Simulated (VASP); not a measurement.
# Cr (Im-3m) in VASP: single point with r2SCAN

Aim: the single point of Cr with r2SCAN.

All numbers are computed with VASP 6.6.1; they aren't measurements. Logs are shortened: lines on timing, memory, paths and dates and some standing lists are left out, and cuts for length are marked.

### 1 The cell of the first run

The structure is cubic, space group Im-3m (No. 229). Conventional cell: a = 2.829 Å, b = 2.829 Å, c = 2.829 Å, α = 90.00°, β = 90.00°, γ = 90.00°. Cr (site symmetry m-3m) has 14 Cr at 2.45 to 2.83 Å within 3.2 Å.

### 2 Single point, r2SCAN, collinear spin, antiferromagnetic start

File POSCAR:

```
Cr
1.0
    1.4146765739     -1.4146765739      1.4146765739
   -1.4146765739      1.4146765739      1.4146765739
   -2.8293531478     -2.8293531478      0.0000000000
Cr
2
Direct
    0.0000000000      0.0000000000      0.0000000000
    0.5000000000      0.5000000000      0.5000000000
```

File INCAR.step1:

```
  ALGO = Normal
  EDIFF = 1E-4
  ENCUT = 520
  GGA = PE
  ISMEAR = 0
  ISPIN = 2
  LASPH = T
  LCHARG = F
  LMAXMIX = 4
  LREAL = F
  LWAVE = T
  MAGMOM = 2 -2
  NBANDS = 23
  NELM = 150
  PREC = Accurate
  SIGMA = 0.05
```

File INCAR.step2:

```
  ALGO = Normal
  EDIFF = 1E-6
  ENCUT = 520
  ISIF = 2
  ISMEAR = 0
  ISPIN = 2
  ISTART = 1
  LASPH = T
  LCHARG = T
  LELF = T
  LMAXMIX = 4
  LMIXTAU = T
  LORBIT = 11
  LREAL = F
  LVHAR = T
  LWAVE = F
  MAGMOM = 2 -2
  METAGGA = R2SCAN
  NBANDS = 23
  NELM = 150
  PREC = Accurate
  SIGMA = 0.05
```

File KPOINTS:

```
k-points
0
Gamma
  14 14 10
```

Potentials or basis: VASP PAW PBE potentials, release 64 (Cr_pv).

The run is started by

```sh
cat potpaw_PBE.64/Cr_pv/POTCAR > POTCAR
cp INCAR.step1 INCAR
mpirun -np 1 vasp_std > vasp.out
cp INCAR.step2 INCAR
mpirun -np 1 vasp_std > vasp.out
```

OUTCAR:

```text
EDIFF = 1E-6
   ENCUT = 520
   ISIF = 2
   ISMEAR = 0
   ISPIN = 2
   ISTART = 1
   LASPH = T
   LORBIT = 11
   LREAL = F
   METAGGA = R2SCAN
   NELM = 150
   PREC = Accurate

 ion  position               nearest neighbor table
   1  0.000  0.000  0.000-   2 2.45   2 2.45   2 2.45   2 2.45   2 2.83   2 2.83   2 2.83   2 2.83

   2  0.500  0.500  0.500-   1 2.45   1 2.45   1 2.45   1 2.45   1 2.83   1 2.83   1 2.83   1 2.83

  LATTYP: Found a base centered orthorhombic cell.
 ALAT       =     2.8293531478
 B/A-ratio  =     1.4142135624
 C/A-ratio  =     1.4142135624

  Lattice vectors:

 A1 = (   1.4146765739,  -1.4146765739,   1.4146765739)
 A2 = (  -1.4146765739,   1.4146765739,   1.4146765739)
 A3 = (  -2.8293531478,  -2.8293531478,   0.0000000000)

Analysis of symmetry for initial positions (statically):
=====================================================================
 Subroutine PRICEL returns following result:

  LATTYP: Found a body centered cubic cell.
 ALAT       =     2.8293531478

  Lattice vectors:

 A1 = (   1.4146765739,  -1.4146765739,  -1.4146765739)
 A2 = (   1.4146765739,   1.4146765739,   1.4146765739)
 A3 = (  -1.4146765739,  -1.4146765739,   1.4146765739)

   2 primitive cells build up your supercell.

 Routine SETGRP: Setting up the symmetry group for a
 base centered orthorhombic supercell.

 Subroutine GETGRP returns: Found  8 space group operations
 (whereof  8 operations were pure point group operations)
 out of a pool of  8 trial point group operations.

The static configuration has the point symmetry D_2h.

Analysis of symmetry for dynamics (positions and initial velocities):
=====================================================================
 Subroutine PRICEL returns following result:

  LATTYP: Found a body centered cubic cell.
 ALAT       =     2.8293531478

  Lattice vectors:

 A1 = (   1.4146765739,  -1.4146765739,  -1.4146765739)
 A2 = (   1.4146765739,   1.4146765739,   1.4146765739)
 A3 = (  -1.4146765739,  -1.4146765739,   1.4146765739)

   2 primitive cells build up your supercell.

 Routine SETGRP: Setting up the symmetry group for a
 base centered orthorhombic supercell.

 Subroutine GETGRP returns: Found  8 space group operations
 (whereof  8 operations were pure point group operations)
 out of a pool of  8 trial point group operations.

The dynamic configuration has the point symmetry D_2h.

Analysis of structural, dynamic, and magnetic symmetry:
=====================================================================
 Subroutine PRICEL returns following result:

  LATTYP: Found a body centered cubic cell.
 ALAT       =     2.8293531478

  Lattice vectors:

 A1 = (   1.4146765739,  -1.4146765739,  -1.4146765739)
 A2 = (   1.4146765739,   1.4146765739,   1.4146765739)
 A3 = (  -1.4146765739,  -1.4146765739,   1.4146765739)

   2 primitive cells build up your supercell.

 Routine SETGRP: Setting up the symmetry group for a
 base centered orthorhombic supercell.

 Subroutine GETGRP returns: Found  8 space group operations
 (whereof  8 operations were pure point group operations)
 out of a pool of  8 trial point group operations.

The overall configuration has the point symmetry D_2h.

 Subroutine INISYM returns: Found  8 space group operations
 (whereof  8 operations are pure point group operations),
 and found     2 'primitive' translations

----------------------------------------------------------------------------------------

                                     Primitive cell

  volume of cell :      11.3248

  direct lattice vectors                    reciprocal lattice vectors
     1.414676574 -1.414676574 -1.414676574     0.353437676 -0.353437676  0.000000000
     1.414676574  1.414676574  1.414676574     0.353437676 -0.000000000  0.353437676
    -1.414676574 -1.414676574  1.414676574     0.000000000 -0.353437676  0.353437676

  length of vectors
     2.450291702  2.450291702  2.450291702     0.499836354  0.499836354  0.499836354

  position of ions in fractional coordinates (direct lattice)
     0.000000000  0.000000000  0.000000000

  ion indices of the primitive-cell ions
   primitive index   ion index
                 1           1

----------------------------------------------------------------------------------------

 KPOINTS: k-points

Automatic generation of k-mesh.
 Grid dimensions read from file:
 generate k-points for:   14   14   10

 Generating k-lattice:

  Cartesian coordinates                     Fractional coordinates (reciprocal lattice)
     0.012622774 -0.012622774  0.025245548     0.071428571  0.000000000  0.000000000
    -0.012622774  0.012622774  0.025245548     0.000000000  0.071428571  0.000000000
    -0.017671884 -0.017671884  0.000000000     0.000000000  0.000000000  0.100000000

  Length of vectors
     0.030919356  0.030919356  0.024991818

  Shift w.r.t. Gamma in fractional coordinates (k-lattice)
     0.000000000  0.000000000  0.000000000

 Subroutine IBZKPT returns following result:
 ===========================================

 Found    342 irreducible k-points:

 Following reciprocal coordinates:
            Coordinates               Weight
  0.000000  0.000000  0.000000      1.000000
  0.071429  0.000000  0.000000      4.000000
  0.142857  0.000000  0.000000      4.000000
  0.214286  0.000000  0.000000      4.000000
  0.285714  0.000000  0.000000      4.000000
  0.357143  0.000000  0.000000      4.000000
[... 16 lines left out ...]
  0.214286  0.142857  0.000000      4.000000
  0.285714  0.142857  0.000000      4.000000
 [... further k-points ...]
   k-points           NKPTS =    342   k-points in BZ     NKDIM =    342   number of bands    NBANDS=     23
   number of dos      NEDOS =    301   number of ions     NIONS =      2
   total plane-waves  NPLWV =   9720
   dimension x,y,z NGX =    18 NGY =   18 NGZ =   30
   dimension x,y,z NGXF=    36 NGYF=   36 NGZF=   60
   ions per type =               2
   NGX,Y,Z   is equivalent  to a cutoff of  12.21, 12.21, 12.46 a.u.
   NGXF,Y,Z  is equivalent  to a cutoff of  24.43, 24.43, 24.93 a.u.
 SYSTEM =  unknown system
   PREC   = accura    normal or accurate (medium, high low for compatibility)
   ISTART =      1    job   : 0-new  1-cont  2-samecut
   ICHARG =      0    charge: 1-file 2-atom 10-const
   ISPIN  =      2    spin polarized calculation?
   LNONCOLLINEAR =      F non collinear calculations
   LSORBIT =      F    spin-orbit coupling
   LASPH  =      T    aspherical Exc in radial PAW
   ENCUT  =  520.0 eV  38.22 Ry    6.18 a.u.   4.56  4.56  7.44*2*pi/ulx,y,z
   NELM   =    150;   NELMIN=  2; NELMDL=  0     # of ELM steps
   EDIFF  = 0.1E-05   stopping-criterion for ELM
   LREAL  =      F    real-space projection
   EDIFFG = 0.1E-04   stopping-criterion for IOM
   NSW    =      0    number of steps for IOM
   IBRION =     -1    ionic relax: 0-MD 1-quasi-New 2-CG
   NFREE  =      0    steps in history (QN), initial steepest desc. (CG)
   ISIF   =      2    stress and relaxation
   ISYM   =      2    0-nonsym 1-usesym 2-fastsym
   POTIM  = 0.5000    time-step for ionic-motion
   TEBEG  =    0.0;   TEEND  =   0.0 temperature during run
   PSTRESS=    0.0 pullay stress
   NELECT =      24.0000    total number of electrons
   NUPDOWN=      -1.0000    fix difference up-down
   EMIN   =  10.00;   EMAX   =-10.00  energy-range for DOS
   EFERMI =   0.00;   METHOD = LEGACY
   ISMEAR =     0;   SIGMA  =   0.05  broadening in eV -4-tet -1-fermi 0-gaus
   EFERMI_NEDOS =   21; number of points for ismear=-14 and -15
   IALGO  =     38    algorithm
   IMIX   =      4    mixing-type and parameters
     AMIX     =   0.40;   BMIX     =  1.00
     AMIX_MAG =   1.60;   BMIX_MAG =  1.00
  volume/ion in A,a.u.               =      11.32        76.42
  Fermi-wavevector in a.u.,A,eV,Ry     =   1.669007  3.153965 37.900164  2.785583
  Thomas-Fermi vector in A             =   2.754755
   LORBIT       =     11    0 simple, 1 ext, 2 COOP (PROOUT), +10 PAW based schemes
   METAGGA = R2SCAN    functional components
   LHFCALC =     F    Hartree Fock is set to
   AEXX    =    0.0000 exact exchange contribution
   IVDW    =     0    specifies the selected vdW correction
   LEPSILON=     F    determine dielectric tensor
   LRPA    =     F    only Hartree local field effects (RPA)
 spin polarized calculation
 Gauss-broadening in eV      SIGMA  =   0.05
  energy-cutoff  :      520.00
  volume of cell :       22.65
 maximum number of plane-waves:       633
   NGX =  9   NGY =  9   NGZ = 15

 number of electron      23.9999982 magnetization       0.0000000

 number of electron      23.9999982 magnetization      -0.0000000

 Free energy of the ion-electron system (eV)
  ---------------------------------------------------
  ext. energy  EPLUGINS =         0.00000000
  ---------------------------------------------------
  free energy    TOTEN  =       -29.60784963 eV

  energy without entropy =      -29.60580885  energy(sigma->0) =      -29.60682924

 E-fermi :  11.2625     XC(G=0): -15.1165

 val. band max:       11.2600602059   @ k =  -0.2857   0.2857   0.3000
 cond. band min:      11.2634710363   @ k =   0.1429   0.0714   0.2000
 fundamental gap:      0.0034108305
 Fermi energy:        11.2624820363

 spin component 1

 k-point     1 :       0.0000    0.0000    0.0000
  band No.  band energies     occupation
      1     -34.1202      1.00000
      2     -33.4254      1.00000
      3     -33.1194      1.00000
      4     -33.1118      1.00000
      5     -33.1081      1.00000
      6     -33.1002      1.00000
[... 613 lines left out ...]
     22      23.3230      0.00000
     23      26.7504      0.00000

 [... further k-points ...]

 spin component 2

 k-point     1 :       0.0000    0.0000    0.0000
  band No.  band energies     occupation
      1     -34.1202      1.00000
      2     -33.4254      1.00000
      3     -33.1194      1.00000
      4     -33.1118      1.00000
      5     -33.1081      1.00000
      6     -33.1002      1.00000
[... 613 lines left out ...]
     22      23.3230      0.00000
     23      26.7504      0.00000

 [... further k-points ...]

------------------------ aborting loop because EDIFF is reached ----------------------------------------

  FORCE on cell =-STRESS in cart. coord.  units (eV):
  Direction    XX          YY          ZZ          XY          YZ          ZX
  --------------------------------------------------------------------------------------
  -------------------------------------------------------------------------------------
  Total        0.1078605      0.1078605      0.0027985     -0.0612546      0.0000000      0.0000000
  in kB        7.6297714      7.6297714      0.1979579     -4.3329884      0.0000000      0.0000000
  external PRESSURE =       5.1525002 kB  Pullay stress =       0.0000000 kB

 VOLUME and BASIS-vectors are now :
 -----------------------------------------------------------------------------
  energy-cutoff  :      520.00
  volume of cell :       22.65
      direct lattice vectors                 reciprocal lattice vectors
     1.414676574 -1.414676574  1.414676574     0.176718838 -0.176718838  0.353437676
    -1.414676574  1.414676574  1.414676574    -0.176718838  0.176718838  0.353437676
    -2.829353148 -2.829353148  0.000000000    -0.176718838 -0.176718838  0.000000000

 POSITION                                       TOTAL-FORCE (eV/Angst)
 -----------------------------------------------------------------------------------
      0.00000      0.00000      0.00000        -0.000000     -0.000000     -0.000000
     -1.41468     -1.41468      1.41468         0.000000      0.000000      0.000000
 -----------------------------------------------------------------------------------
    total drift:                                0.000000     -0.000000     -0.000000

  FREE ENERGIE OF THE ION-ELECTRON SYSTEM (eV)
  ---------------------------------------------------
  free  energy   TOTEN  =       -29.6078496294 eV

  energy  without entropy=      -29.6058088538  energy(sigma->0) =      -29.60682924

 total charge

# of ion       s       p       d       tot
------------------------------------------
    1        0.693   6.437   4.192  11.323
    2        0.693   6.437   4.192  11.323
--------------------------------------------------
tot          1.386  12.874   8.384  22.645

 magnetization (x)

# of ion       s       p       d       tot
------------------------------------------
    1       -0.000  -0.000  -0.000  -0.000
    2        0.000   0.000   0.000   0.000
--------------------------------------------------
tot          0.000   0.000   0.000   0.000
```

It took 6.1 min on 1 thread of Intel Xeon 6975P-C (Granite Rapids), shared host; peak memory 0.33 GiB.

Results:

* Free energy: -29.6078 eV
* Pressure: 0.5 GPa
* Band gap on the k mesh: zero (filled and empty bands overlap)
* Net moment: 0.00 μB per cell
* Valence electrons inside the program's atomic spheres: Cr 11.32

Caveat: the PAW data sets were made with another functional, which shifts forces and pressure a little.
